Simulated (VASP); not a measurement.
# WSe2 in VASP: notebook

WSe2 is run at these levels: PBE+D3(BJ); tasks: single point.

All numbers are computed with VASP 6.6.1; they aren't measurements. Logs are shortened: lines on timing, memory, paths and dates and some standing lists are left out, and cuts for length are marked.

**1. The cell of the first run**

The cell holds a slab with vacuum, 3 atoms: a = 3.285 Å, b = 3.285 Å, c = 32.738 Å, α = 90.00°, β = 90.00°, γ = 120.00°.

**2. Single point, PBE+D3(BJ)**

Contents of INCAR:

```
SYSTEM = WSe2
ALGO     = Normal         ! electronic algorithm
DIPOL    = 0.5 0.5 0.500
EDIFF    = 1E-6           ! SCF threshold, eV
ENCUT    = 520            ! plane-wave cutoff, eV
GGA      = PE             ! functional
IDIPOL   = 3            
ISIF     = 2              ! what is computed and relaxed
ISMEAR   = 0              ! smearing method
IVDW     = 12             ! dispersion correction
LASPH    = .True.         ! aspherical terms in the spheres
LCHARG   = .False.        ! write CHGCAR
LDIPOL   = .True.       
LREAL    = .False.        ! projectors in reciprocal space
LWAVE    = .False.        ! write WAVECAR
NBANDS   = 20             ! bands
NELM     = 100            ! most SCF steps
PREC     = Accurate       ! precision mode
SIGMA    = 0.02           ! smearing width, eV
```

Contents of KPOINTS:

```
k-points
0
Gamma
  9 9 1
  0 0 0
```

Contents of POSCAR:

```
WSe2
1.0
    3.2854986248      0.0000000000      0.0000000000
   -1.6427493124      2.8453252732      0.0000000000
    0.0000000000      0.0000000000     32.7375750251
Se W
2 1
Direct
    0.3333333333      0.6666666667      0.4485387238
    0.3333333333      0.6666666667      0.5514612762
    0.6666666667      0.3333333333      0.5000000000
```

Potentials or basis: VASP PAW PBE potentials, release 64 (Se, W_sv).

Run with:

```bash
> cat potpaw_PBE.64/Se/POTCAR potpaw_PBE.64/W_sv/POTCAR > POTCAR
> mpirun -np 1 vasp_std > vasp.out
```

OUTCAR:

```text
SYSTEM = WSe2
   EDIFF = 1E-6
   ENCUT = 520
   GGA = PE
   ISIF = 2
   ISMEAR = 0
   IVDW = 12
   LASPH = .True.
   LREAL = .False.
   NELM = 100
   PREC = Accurate
 IVDW          = 12

 ion  position               nearest neighbor table
   1  0.333  0.667  0.449-   3 2.54   3 2.54   3 2.54
   2  0.333  0.667  0.551-   3 2.54   3 2.54   3 2.54
   3  0.667  0.333  0.500-   1 2.54   2 2.54   1 2.54   2 2.54   1 2.54   2 2.54

  LATTYP: Found a hexagonal cell.
 ALAT       =     3.2854986248
 C/A-ratio  =     9.9642638040

  Lattice vectors:

 A1 = (   3.2854986248,   0.0000000000,   0.0000000000)
 A2 = (  -1.6427493124,   2.8453252732,   0.0000000000)
 A3 = (   0.0000000000,   0.0000000000,  32.7375750251)

Analysis of symmetry for initial positions (statically):
=====================================================================
 Subroutine PRICEL returns:
 Original cell was already a primitive cell.

 Routine SETGRP: Setting up the symmetry group for a
 hexagonal supercell.

 Subroutine GETGRP returns: Found 12 space group operations
 (whereof 12 operations were pure point group operations)
 out of a pool of 24 trial point group operations.

The static configuration has the point symmetry D_3h.

Analysis of symmetry for dynamics (positions and initial velocities):
=====================================================================
 Subroutine PRICEL returns:
 Original cell was already a primitive cell.

 Routine SETGRP: Setting up the symmetry group for a
 hexagonal supercell.

 Subroutine GETGRP returns: Found 12 space group operations
 (whereof 12 operations were pure point group operations)
 out of a pool of 24 trial point group operations.

The dynamic configuration has the point symmetry D_3h.

 Subroutine INISYM returns: Found 12 space group operations
 (whereof 12 operations are pure point group operations),
 and found     1 'primitive' translations

----------------------------------------------------------------------------------------

                                     Primitive cell

  volume of cell :     306.0411

  direct lattice vectors                    reciprocal lattice vectors
     3.285498625  0.000000000  0.000000000     0.304367804  0.175726833  0.000000000
    -1.642749312  2.845325273  0.000000000     0.000000000  0.351453667  0.000000000
     0.000000000  0.000000000 32.737575025     0.000000000  0.000000000  0.030545940

  length of vectors
     3.285498625  3.285498625 32.737575025     0.351453667  0.351453667  0.030545940

  position of ions in fractional coordinates (direct lattice)
     0.333333333  0.666666667  0.448538724
     0.333333333  0.666666667  0.551461276
     0.666666667  0.333333333  0.500000000

  ion indices of the primitive-cell ions
   primitive index   ion index
                 1           1
                 2           2
                 3           3

----------------------------------------------------------------------------------------

 KPOINTS: k-points

Automatic generation of k-mesh.
 Grid dimensions read from file:
 generate k-points for:    9    9    1

 Generating k-lattice:

  Cartesian coordinates                     Fractional coordinates (reciprocal lattice)
     0.033818645  0.019525204  0.000000000     0.111111111  0.000000000  0.000000000
     0.000000000  0.039050407  0.000000000     0.000000000  0.111111111  0.000000000
     0.000000000  0.000000000  0.030545940     0.000000000  0.000000000  1.000000000

  Length of vectors
     0.039050407  0.039050407  0.030545940

  Shift w.r.t. Gamma in fractional coordinates (k-lattice)
     0.000000000  0.000000000  0.000000000

 Subroutine IBZKPT returns following result:
 ===========================================

 Found     12 irreducible k-points:

 Following reciprocal coordinates:
            Coordinates               Weight
  0.000000  0.000000  0.000000      1.000000
  0.111111 -0.000000  0.000000      6.000000
  0.222222  0.000000  0.000000      6.000000
  0.333333  0.000000  0.000000      6.000000
  0.444444  0.000000  0.000000      6.000000
  0.111111  0.111111  0.000000      6.000000
  0.222222  0.111111  0.000000     12.000000
  0.333333  0.111111  0.000000     12.000000
  0.444444  0.111111  0.000000      6.000000
  0.222222  0.222222  0.000000      6.000000
  0.333333  0.222222  0.000000     12.000000
  0.333333  0.333333  0.000000      2.000000
   k-points           NKPTS =     12   k-points in BZ     NKDIM =     12   number of bands    NBANDS=     20
   number of dos      NEDOS =    301   number of ions     NIONS =      3
   total plane-waves  NPLWV = 144000
   dimension x,y,z NGX =    24 NGY =   24 NGZ =  250
   dimension x,y,z NGXF=    48 NGYF=   48 NGZF=  500
   ions per type =               2   1
   NGX,Y,Z   is equivalent  to a cutoff of  12.14, 12.14, 12.70 a.u.
   NGXF,Y,Z  is equivalent  to a cutoff of  24.29, 24.29, 25.39 a.u.
 SYSTEM =  WSe2
   PREC   = accura    normal or accurate (medium, high low for compatibility)
   ISTART =      0    job   : 0-new  1-cont  2-samecut
   ICHARG =      2    charge: 1-file 2-atom 10-const
   ISPIN  =      1    spin polarized calculation?
   LNONCOLLINEAR =      F non collinear calculations
   LSORBIT =      F    spin-orbit coupling
   LASPH  =      T    aspherical Exc in radial PAW
   ENCUT  =  520.0 eV  38.22 Ry    6.18 a.u.   6.11  6.11 60.87*2*pi/ulx,y,z
   NELM   =    100;   NELMIN=  2; NELMDL= -5     # of ELM steps
   EDIFF  = 0.1E-05   stopping-criterion for ELM
   LREAL  =      F    real-space projection
   EDIFFG = 0.1E-04   stopping-criterion for IOM
   NSW    =      0    number of steps for IOM
   IBRION =     -1    ionic relax: 0-MD 1-quasi-New 2-CG
   NFREE  =      0    steps in history (QN), initial steepest desc. (CG)
   ISIF   =      2    stress and relaxation
   ISYM   =      2    0-nonsym 1-usesym 2-fastsym
   POTIM  = 0.5000    time-step for ionic-motion
   TEBEG  =    0.0;   TEEND  =   0.0 temperature during run
   PSTRESS=    0.0 pullay stress
   NELECT =      26.0000    total number of electrons
   NUPDOWN=      -1.0000    fix difference up-down
   EMIN   =  10.00;   EMAX   =-10.00  energy-range for DOS
   EFERMI =   0.00;   METHOD = LEGACY
   ISMEAR =     0;   SIGMA  =   0.02  broadening in eV -4-tet -1-fermi 0-gaus
   EFERMI_NEDOS =   21; number of points for ismear=-14 and -15
   IALGO  =     38    algorithm
   IMIX   =      4    mixing-type and parameters
     AMIX     =   0.40;   BMIX     =  1.00
     AMIX_MAG =   1.60;   BMIX_MAG =  1.00
  volume/ion in A,a.u.               =     102.01       688.42
  Fermi-wavevector in a.u.,A,eV,Ry     =   0.719680  1.359998  7.046990  0.517939
  Thomas-Fermi vector in A             =   1.808938
   LORBIT       =      0    0 simple, 1 ext, 2 COOP (PROOUT), +10 PAW based schemes
   GGA     = PE    functional components
   LHFCALC =     F    Hartree Fock is set to
   AEXX    =    0.0000 exact exchange contribution
   IVDW    =    12    specifies the selected vdW correction
   LEPSILON=     F    determine dielectric tensor
   LRPA    =     F    only Hartree local field effects (RPA)
 non-spin polarized calculation
 Gauss-broadening in eV      SIGMA  =   0.02
  energy-cutoff  :      520.00
  volume of cell :      306.04
 maximum number of plane-waves:      8298
   NGX = 13   NGY = 13   NGZ =121

 number of electron      25.9999995 magnetization

 dipolmoment           0.000000      0.000000     -0.000000 electrons x Angstroem

 Free energy of the ion-electron system (eV)
  ---------------------------------------------------
  ext. energy  EPLUGINS =         0.00000000
  ---------------------------------------------------
  free energy    TOTEN  =       -21.61137961 eV

  energy without entropy =      -21.61137961  energy(sigma->0) =      -21.61137961

 E-fermi :  -2.7535     XC(G=0):  -2.4781

 val. band max:       -2.8694434575   @ k =   0.3333   0.3333   0.0000
 cond. band min:      -1.2000577813   @ k =   0.3333   0.3333   0.0000
 fundamental gap:      1.6693856761
 Fermi energy:        -2.7534557729

 k-point     1 :       0.0000    0.0000    0.0000
  band No.  band energies     occupation
      1     -76.9093      2.00000
      2     -41.1544      2.00000
      3     -41.0207      2.00000
      4     -41.0207      2.00000
      5     -17.6788      2.00000
      6     -16.4362      2.00000
[... 12 lines left out ...]
     19       1.8141      0.00000
     20       2.2034      0.00000

 k-point     2 :       0.1111   -0.0000    0.0000
  band No.  band energies     occupation
      1     -76.9081      2.00000
      2     -41.1491      2.00000
      3     -41.0485      2.00000
      4     -41.0273      2.00000
      5     -17.4933      2.00000
      6     -16.3416      2.00000
[... 12 lines left out ...]
     19       2.0593      0.00000
     20       2.4649      0.00000

 k-point     3 :       0.2222    0.0000    0.0000
  band No.  band energies     occupation
      1     -76.9050      2.00000
      2     -41.1358      2.00000
      3     -41.1182      2.00000
      4     -41.0437      2.00000
      5     -16.9816      2.00000
      6     -16.0823      2.00000
[... 12 lines left out ...]
     19       2.7369      0.00000
     20       3.1521      0.00000

 k-point     4 :       0.3333    0.0000    0.0000
  band No.  band energies     occupation
      1     -76.9015      2.00000
      2     -41.1964      2.00000
      3     -41.1206      2.00000
      4     -41.0624      2.00000
      5     -16.2936      2.00000
      6     -15.7431      2.00000
[... 153 lines left out ...]
 k-point    11 :       0.3333    0.2222    0.0000
  band No.  band energies     occupation
      1     -76.8982      2.00000
      2     -41.2191      2.00000
      3     -41.1308      2.00000
      4     -41.1063      2.00000
      5     -15.5148      2.00000
      6     -15.3534      2.00000
[... 12 lines left out ...]
     19       4.5476      0.00000
     20       5.3117      0.00000

 k-point    12 :       0.3333    0.3333    0.0000
  band No.  band energies     occupation
      1     -76.8976      2.00000
      2     -41.1951      2.00000
      3     -41.1717      2.00000
      4     -41.1036      2.00000
      5     -15.3582      2.00000
      6     -15.2696      2.00000
[... 12 lines left out ...]
     19       3.6084      0.00000
     20       5.7693      0.00000

------------------------ aborting loop because EDIFF is reached ----------------------------------------

 vacuum level on the upper side and lower side of the slab       (xc-potential included)        -0.057        -0.057

 Edisp (eV)   -1.01163

 E8    (eV) :    -0.4806

  FORCE on cell =-STRESS in cart. coord.  units (eV):
  Direction    XX          YY          ZZ          XY          YZ          ZX
  --------------------------------------------------------------------------------------
  -------------------------------------------------------------------------------------
  Total       0.09967     0.09967     0.14569     0.00000     0.00000     0.00000
  in kB       0.52180     0.52180     0.76273     0.00000     0.00000     0.00000
  external pressure =        0.60 kB  Pullay stress =        0.00 kB

 VOLUME and BASIS-vectors are now :
 -----------------------------------------------------------------------------
  energy-cutoff  :      520.00
  volume of cell :      306.04
      direct lattice vectors                 reciprocal lattice vectors
     3.285498625  0.000000000  0.000000000     0.304367804  0.175726833  0.000000000
    -1.642749312  2.845325273  0.000000000     0.000000000  0.351453667  0.000000000
     0.000000000  0.000000000 32.737575025     0.000000000  0.000000000  0.030545940

 POSITION                                       TOTAL-FORCE (eV/Angst)
 -----------------------------------------------------------------------------------
     -0.00000      1.89688     14.68407        -0.000000      0.000000     -0.046800
     -0.00000      1.89688     18.05350         0.000000     -0.000000      0.046800
      1.64275      0.94844     16.36879         0.000000      0.000000      0.000000
 -----------------------------------------------------------------------------------
    total drift:                               -0.000000      0.000000      0.000000

  FREE ENERGIE OF THE ION-ELECTRON SYSTEM (eV)
  ---------------------------------------------------
  free  energy   TOTEN  =       -22.6230127825 eV

  energy  without entropy=      -22.6230127825  energy(sigma->0) =      -22.62301278

 vacuum level on the upper side and lower side of the slab         2.181         2.181
```

It took 72 s on 1 thread of Intel Xeon Platinum 8488C (Sapphire Rapids), shared host; peak memory 0.41 GiB.

What came out:

```yaml
Free_energy: -22.6230 eV
Largest_force: 0.047 eV/Å
Band_gap_on_the_k_mesh: 1.67 eV, direct
Dispersion_energy_per_atom: -0.337 eV
```

Forces on the atoms (eV/Å):
```
Se   0.000  0.000 -0.047
Se   0.000  0.000  0.047
W    0.000  0.000  0.000
```

Caveat: spin-orbit coupling is left out, which moves the levels of the heavy elements.

**3. Single point, PBE+D3(BJ)**

Contents of INCAR:

```
ALGO = Normal
DIPOL = 0.5 0.5 0.500
EDIFF = 1E-7
ENCUT = 520
GGA = PE
IDIPOL = 3
ISIF = 2
ISMEAR = 0
IVDW = 12
LASPH = T
LCHARG = T
LDIPOL = T
LELF = T
LREAL = F
LVACPOTAV = T
LVHAR = T
LWAVE = F
NBANDS = 20
NELM = 80
PREC = Accurate
SIGMA = 0.02
```

Contents of KPOINTS:

```
k-points
0
Gamma
  9 9 1
```

POSCAR is that of step 2.

Potentials or basis: VASP PAW PBE potentials, release 64 (Se, W_sv).

Run with:

```bash
> cat potpaw_PBE.64/Se/POTCAR potpaw_PBE.64/W_sv/POTCAR > POTCAR
> mpirun -np 1 vasp_std > vasp.out
```

Wall time 2.2 min (1 thread of Intel Xeon Platinum 8488C (Sapphire Rapids), shared host); peak memory 0.41 GiB.

Results (log left out):

| Property | Result |
| --- | --- |
| Free energy | -22.6230 eV |
| Largest force | 0.047 eV/Å |
| Band gap on the k mesh | 1.67 eV, direct |
| Dispersion energy per atom | -0.337 eV |
| Ionisation potential of the upper face | 5.06 eV |

Forces on the atoms (eV/Å):
```
Se   0.000  0.000 -0.047
Se   0.000  0.000  0.047
W    0.000  0.000  0.000
```

Levels at points of the mesh, in eV from the valence-band top:
| k point | band 9 | band 10 | band 11 | band 12 | band 13 | band 14 | band 15 | band 16 | band 17 | band 18 |
| --- | --- | --- | --- | --- | --- | --- | --- | --- | --- | --- |
| (0.00, 0.00, 0.00) | -2.30 | -2.26 | -1.17 | -1.17 | -0.42 | 2.99 | 2.99 | 3.15 | 3.15 | 4.26 |

Caveat: spin-orbit coupling is left out, which moves the levels of the heavy elements.

**4. Single point, PBE+D3(BJ)**

This run uses another cell than the first one: it holds 9 atoms, not 3.

Contents of INCAR:

```
  ALGO = Normal
  DIPOL = 0.5 0.5 0.500
  EDIFF = 1E-7
  ENCUT = 520
  GGA = PE
  IDIPOL = 3
  ISIF = 2
  ISMEAR = 0
  IVDW = 12
  LASPH = True
  LCHARG = False
  LDIPOL = True
  LREAL = False
  LWAVE = False
  NBANDS = 49
  NELM = 60
  PREC = Accurate
  SIGMA = 0.1
```

Contents of KPOINTS:

```
k-points
0
Gamma
  6 6 1
```

Contents of POSCAR:

```
WSe2
1.0
    3.2790157464      0.0000000000      0.0000000000
   -1.6395078732      2.8397109358      0.0000000000
    0.0000000000      0.0000000000     58.3145867790
Se W
6 3
Direct
    0.3333333333      0.6666666667      0.3614643927
    0.3333333333      0.6666666667      0.4192336018
    0.6666666667      0.3333333333      0.4711153955
    0.6666666667      0.3333333333      0.5288846045
    0.3333333333      0.6666666667      0.5807663982
    0.3333333333      0.6666666667      0.6385356073
    0.6666666667      0.3333333333      0.3903489972
    0.3333333333      0.6666666667      0.5000000000
    0.6666666667      0.3333333333      0.6096510028
```

Run with:

```bash
> cat potpaw_PBE.64/Se/POTCAR potpaw_PBE.64/W_sv/POTCAR > POTCAR
> mpirun -np 1 vasp_std > vasp.out
```

It took 11 min on 1 thread of Intel Xeon 8259CL, shared host; peak memory 0.63 GiB.

Results (log left out):

```
Free energy                : -68.5330 eV
Largest force              : 0.079 eV/Å
Band gap on the k mesh     : 1.09 eV, indirect (least direct gap 1.60 eV)
Dispersion energy per atom : -0.428 eV
```

Forces on the atoms (eV/Å):
```
Se   0.000  0.000 -0.079
Se   0.000  0.000  0.069
Se   0.000  0.000 -0.048
Se   0.000  0.000  0.048
Se   0.000  0.000 -0.069
Se   0.000  0.000  0.079
W    0.000  0.000  0.008
W    0.000  0.000  0.000
W    0.000  0.000 -0.008
```

Levels at points of the mesh, in eV from the valence-band top:
| k point | band 36 | band 37 | band 38 | band 39 | band 40 | band 41 | band 42 | band 43 |
| --- | --- | --- | --- | --- | --- | --- | --- | --- |
| (0.00, 0.00, 0.00) | -1.39 | -0.92 | -0.28 | 0.00 | 2.71 | 2.71 | 2.72 | 2.72 |
| (0.50, 0.00, 0.00) | -1.24 | -1.24 | -1.12 | -1.02 | 2.24 | 2.26 | 2.27 | 2.42 |

Caveat: spin-orbit coupling is left out, which moves the levels of the heavy elements.

(Continued in part 2 of 2.)
